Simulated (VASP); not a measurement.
Write the native input for VASP 6.6.1 that does the following.

```
Task                   : single point
Functional             : PBE
Potentials or basis    : VASP PAW PBE potentials, release 64 (Pb_d, S)
Cutoff                 : 520 eV
k mesh                 : 10 × 10 × 10
Occupations            : gaussian, width 0.03 eV
Spin                   : no spin polarisation
Dipole correction      : no
Further INCAR settings : ALGO = Normal; EDIFF = 1e-06; NBANDS = 17
```

The structure of PbS lies in POSCAR:

```
PbS
1.0
    0.0000000000      3.0094750000      2.8760500000
    3.0094750000      0.0000000000      2.8760500000
    3.0094750000      3.0094750000      0.0000000000
Pb S
1 1
Direct
    0.0000000000      0.0000000000      0.0000000000
    0.5000000000      0.5000000000      0.5000000000
```

This cell differs from its parent crystal: strain +0.015 along x and y, -0.030 along z.

One way to write it, as run:

INCAR

```
PREC     = Accurate       # precision mode
ENCUT    = 520            # plane-wave cutoff, eV
EDIFF    = 1E-6           # SCF threshold, eV
ISMEAR   = 0              # smearing method
SIGMA    = 0.03           # smearing width, eV
LREAL    = False          # projectors in reciprocal space
LASPH    = True           # aspherical terms in the spheres
NELM     = 100            # most SCF steps
ALGO     = Normal         # electronic algorithm
ISIF     = 2              # what is computed and relaxed
LWAVE    = False          # write WAVECAR
LCHARG   = False          # write CHGCAR
GGA      = PE             # functional
NBANDS   = 17             # bands
```

KPOINTS

```
regular mesh
0
Gamma
  10 10 10
```

Potentials or basis: VASP PAW PBE potentials, release 64 (Pb_d, S).

Command:

```console
$ cat potpaw_PBE.64/Pb_d/POTCAR potpaw_PBE.64/S/POTCAR > POTCAR
$ mpirun -np 1 vasp_std > vasp.out
```

It gave:

```yaml
Pressure: 2.6 GPa
Band_gap_on_the_k_mesh: 0.30 eV, direct
```

Caveat: the cell differs from its parent crystal (strain +0.015 along x and y, -0.030 along z); spin-orbit coupling is left out, which moves the levels of the heavy elements.

It took 66 s on 1 thread of AMD EPYC 9R45 (Zen 5), with other jobs on the host, peak memory 0.2 GiB.
